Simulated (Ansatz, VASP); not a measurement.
V in VASP and in Ansatz

Contents of INCAR:

```
  ALGO = Normal
  EDIFF = 1E-6
  ENCUT = 520
  GGA = PE
  ISIF = 2
  ISMEAR = 1
  ISPIN = 2
  LASPH = T
  LCHARG = F
  LMAXMIX = 4
  LORBIT = 11
  LREAL = F
  LWAVE = F
  MAGMOM = 1.5
  NBANDS = 16
  NELM = 150
  PREC = Accurate
  SIGMA = 0.2
```

Contents of KPOINTS:

```
k-points
0
Gamma
  15 15 15
```

The input POSCAR:

```
V
1.0
    0.0000000000      1.8950000000      1.8950000000
    1.8950000000      0.0000000000      1.8950000000
    1.8950000000      1.8950000000      0.0000000000
V
1
Direct
    0.0000000000      0.0000000000      0.0000000000
```

Input for Ansatz:

```yaml
crystal:
  lattice:
    - [0.0, 1.895, 1.895]
    - [1.895, 0.0, 1.895]
    - [1.895, 1.895, 0.0]
  atoms:
    - { symbol: V, position: [0.0, 0.0, 0.0], spin: 1.5 }
magnetization:
  spin_polarized: true
kpoints:
  mp_grid: { grid: [15, 15, 15] }
scf:
  occupations: { method: methfessel_paxton, width: 0.2 }
hamiltonian:
  xc: pbe
  pseudopotentials: { kind: all_electron, lapw: { basis_error: 0.001 } }
output:
  forces: true
  stress: true
  eigenvalues: true
```

Alike in both runs: task single point; functional PBE; k mesh 15 × 15 × 15; occupations methfessel-paxton of order 1, width 0.2 eV; collinear spin.

|  | VASP | Ansatz |
| --- | --- | --- |
| version | VASP 6.6.1 | Ansatz 0.2.0 |
| potentials or method | VASP PAW PBE potentials, release 64 (V_sv), cutoff 520 eV | all-electron LAPW, scalar-relativistic |

VASP gave:

- pressure (GPa): 3.9
- net moment per atom (μB): 0.00

Which values does Ansatz return?

Pressure (GPa): 3.7; net moment per atom (μB): 0.00.

Ansatz ran all-electron here, and VASP with PAW potentials. Ansatz's warnings: seeded moment not kept, stability check not made.
